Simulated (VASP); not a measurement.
# MoI3 (Pm-3m) in VASP: single point with PBE+U

Aim: the single point of MoI3 with PBE+U.

Everything below comes from runs of VASP 6.6.1. Logs are shortened: lines on timing, memory, paths and dates and some standing lists are left out, and cuts for length are marked.

**1. The cell of the first run**

Symmetry: Pm-3m, No. 221, cubic system. Conventional cell: a = 5.818 Å, b = 5.818 Å, c = 5.818 Å, α = 90.00°, β = 90.00°, γ = 90.00°. Within 3.8 Å of Mo (site symmetry m-3m) lie 6 I at 2.91 Å. Within 3.8 Å of I (site symmetry 4/mmm) lie 2 Mo at 2.91 Å.

**2. Single point, PBE+U, collinear spin, ferromagnetic start**

Input file INCAR:

```
SYSTEM = MoI3
PREC = Accurate
ENCUT = 520
EDIFF = 1E-6
ISMEAR = 0
SIGMA = 0.05
LREAL = .False.
LASPH = .True.
NELM = 150
ALGO = Normal
ISIF = 2
LWAVE = .False.
LCHARG = .False.
ISPIN = 2
MAGMOM = 1.82 0.26 0.18 0.26
LORBIT = 11
LMAXMIX = 4
LDAU = .True.
LDAUTYPE = 2
LDAUL = 2 -1
LDAUU = 8 0
LDAUJ = 0 0
LDAUPRINT = 1
GGA = PE
NBANDS = 30
```

Input file KPOINTS:

```
Automatic mesh
0
Gamma
  3 3 3
  0 0 0
```

Input file POSCAR:

```
MoI3
1.0
    5.8182792600      0.0000000000      0.0000000000
    0.0000000000      5.8182792600      0.0000000000
    0.0000000000      0.0000000000      5.8182792600
Mo I
1 3
Direct
    0.0000000000      0.0000000000      0.0000000000
    0.5000000000      0.0000000000      0.0000000000
    0.0000000000      0.0000000000      0.5000000000
    0.0000000000      0.5000000000      0.0000000000
```

Potentials or basis: VASP PAW PBE potentials, release 64 (Mo_sv, I).

Command:

```
$ cat potpaw_PBE.64/Mo_sv/POTCAR potpaw_PBE.64/I/POTCAR > POTCAR
$ mpirun -np 1 vasp_std > vasp.out
```

OUTCAR:

```text
SYSTEM = MoI3
   PREC = Accurate
   ENCUT = 520
   EDIFF = 1E-6
   ISMEAR = 0
   LREAL = .False.
   LASPH = .True.
   NELM = 150
   ISIF = 2
   ISPIN = 2
   LORBIT = 11
   GGA = PE

 ion  position               nearest neighbor table
   1  0.000  0.000  0.000-   2 2.91   3 2.91   4 2.91   3 2.91   4 2.91   2 2.91
   2  0.500  0.000  0.000-   1 2.91   1 2.91
   3  0.000  0.000  0.500-   1 2.91   1 2.91
   4  0.000  0.500  0.000-   1 2.91   1 2.91

  LATTYP: Found a simple cubic cell.
 ALAT       =     5.8182792600

  Lattice vectors:

 A1 = (   5.8182792600,   0.0000000000,   0.0000000000)
 A2 = (   0.0000000000,   5.8182792600,   0.0000000000)
 A3 = (   0.0000000000,   0.0000000000,   5.8182792600)

Analysis of symmetry for initial positions (statically):
=====================================================================
 Subroutine PRICEL returns:
 Original cell was already a primitive cell.

 Routine SETGRP: Setting up the symmetry group for a
 simple cubic supercell.

 Subroutine GETGRP returns: Found 48 space group operations
 (whereof 48 operations were pure point group operations)
 out of a pool of 48 trial point group operations.

The static configuration has the point symmetry O_h .

Analysis of symmetry for dynamics (positions and initial velocities):
=====================================================================
 Subroutine PRICEL returns:
 Original cell was already a primitive cell.

 Routine SETGRP: Setting up the symmetry group for a
 simple cubic supercell.

 Subroutine GETGRP returns: Found 48 space group operations
 (whereof 48 operations were pure point group operations)
 out of a pool of 48 trial point group operations.

The dynamic configuration has the point symmetry O_h .

Analysis of structural, dynamic, and magnetic symmetry:
=====================================================================
 Subroutine PRICEL returns:
 Original cell was already a primitive cell.

 Routine SETGRP: Setting up the symmetry group for a
 simple cubic supercell.

 Subroutine GETGRP returns: Found 16 space group operations
 (whereof 16 operations were pure point group operations)
 out of a pool of 48 trial point group operations.

The overall configuration has the point symmetry D_4h.

 Subroutine INISYM returns: Found 16 space group operations
 (whereof 16 operations are pure point group operations),
 and found     1 'primitive' translations

----------------------------------------------------------------------------------------

                                     Primitive cell

  volume of cell :     196.9626
[... 148 lines left out ...]
  o =  0.9202  v =  1.0000  0.0000  0.0000  0.0000  0.0000  0.0000  0.0000  0.0000  0.0000  0.0000      0.0000  0.0000  0.0000  0.0000  0.0000  0.0000  0.0000  0.0000  0.0000  0.0000

 number of electron      35.0000004 magnetization       2.9994134

 Free energy of the ion-electron system (eV)
  ---------------------------------------------------
  ext. energy  EPLUGINS =         0.00000000
  ---------------------------------------------------
  free energy    TOTEN  =        -9.76899320 eV

  energy without entropy =       -9.76899320  energy(sigma->0) =       -9.76899320

 E-fermi :   0.9953     XC(G=0):  -7.0457

 val. band max:        0.7832917444   @ k =   0.3333   0.3333   0.3333
 cond. band min:       1.2038534866   @ k =   0.0000   0.0000   0.0000
 fundamental gap:      0.4205617421
 Fermi energy:         0.9952869896

 spin component 1

 k-point     1 :       0.0000    0.0000    0.0000
  band No.  band energies     occupation
      1     -62.8318      1.00000
      2     -36.9016      1.00000
      3     -36.9014      1.00000
      4     -36.9012      1.00000
      5     -11.2471      1.00000
      6     -10.5126      1.00000
[... 181 lines left out ...]
     28       9.0237      0.00000
     29       9.5138      0.00000
 Fermi energy:         0.9952869896

 spin component 2

 k-point     1 :       0.0000    0.0000    0.0000
  band No.  band energies     occupation
      1     -61.0163      1.00000
      2     -34.8862      1.00000
      3     -34.8856      1.00000
      4     -34.8856      1.00000
      5     -11.2128      1.00000
      6     -10.4921      1.00000
[... 181 lines left out ...]
     28       9.2844      0.00000
     29       9.9264      0.00000
 [bands above 29 left out]

------------------------ aborting loop because EDIFF is reached ----------------------------------------

  FORCE on cell =-STRESS in cart. coord.  units (eV):
  Direction    XX          YY          ZZ          XY          YZ          ZX
  --------------------------------------------------------------------------------------
  -------------------------------------------------------------------------------------
  Total        0.0232717      0.0232717      0.0179815      0.0000000     -0.0000000      0.0000000
  in kB        0.1893023      0.1893023      0.1462689      0.0000000     -0.0000000      0.0000000
  external PRESSURE =       0.1749579 kB  Pullay stress =       0.0000000 kB

 VOLUME and BASIS-vectors are now :
 -----------------------------------------------------------------------------
  energy-cutoff  :      520.00
  volume of cell :      196.96
      direct lattice vectors                 reciprocal lattice vectors
     5.818279260  0.000000000  0.000000000     0.171872122  0.000000000  0.000000000
     0.000000000  5.818279260  0.000000000     0.000000000  0.171872122  0.000000000
     0.000000000  0.000000000  5.818279260     0.000000000  0.000000000  0.171872122

 POSITION                                       TOTAL-FORCE (eV/Angst)
 -----------------------------------------------------------------------------------
      0.00000      0.00000      0.00000         0.000000      0.000000      0.000000
      2.90914      0.00000      0.00000         0.000000      0.000000      0.000000
      0.00000      0.00000      2.90914         0.000000      0.000000      0.000000
      0.00000      2.90914      0.00000         0.000000      0.000000      0.000000
 -----------------------------------------------------------------------------------
    total drift:                                0.000000     -0.000000      0.000000

  FREE ENERGIE OF THE ION-ELECTRON SYSTEM (eV)
  ---------------------------------------------------
  free  energy   TOTEN  =        -9.7689932010 eV

  energy  without entropy=       -9.7689932009  energy(sigma->0) =       -9.76899320

 total charge

# of ion       s       p       d       tot
------------------------------------------
    1        2.210   6.081   3.506  11.798
    2        1.490   2.833   0.009   4.333
    3        1.490   2.833   0.009   4.333
    4        1.490   2.833   0.009   4.333
--------------------------------------------------
tot          6.682  14.581   3.532  24.795

 magnetization (x)

# of ion       s       p       d       tot
------------------------------------------
    1        0.027   0.021   2.758   2.807
    2       -0.001   0.005   0.001   0.004
    3       -0.001   0.005   0.001   0.004
    4       -0.001   0.005   0.001   0.004
--------------------------------------------------
tot          0.023   0.036   2.761   2.819
```

stdout:

```text
POSCAR found type information on POSCAR MoI
 POSCAR found :  2 types and       4 ions
 scaLAPACK will be used
 LDA part: xc-table for (Slater+PW92), standard interpolation
 POSCAR, INCAR and KPOINTS ok, starting setup
 FFT: planning ... GRIDC
 FFT: planning ... GRID_SOFT
 FFT: planning ... GRID
 WAVECAR not read
 entering main loop
```

It took 4.5 min on 1 thread of AMD EPYC 7R43 (Zen 3), shared host; peak memory 0.38 GiB.

Results:

```
Free energy                                           : -9.7690 eV
Pressure                                              : 0.0 GPa
Band gap on the k mesh                                : 0.42 eV, indirect (least direct gap 0.64 eV)
Net moment                                            : 3.00 μB per cell
Site moments                                          : Mo +2.81; I +0.00 μB
Valence electrons inside the program's atomic spheres : Mo 11.80; I 4.33
```

Eigenvalues of the final occupation matrices:
```tsv
site	spin	trace	eigenvalues
site 1 d	1	3.16	0.20 0.20 0.92 0.92 0.92
site 1 d	2	0.38	0.04 0.04 0.04 0.13 0.13
```

Caveat: spin-orbit coupling is left out, which moves the levels of the heavy elements.
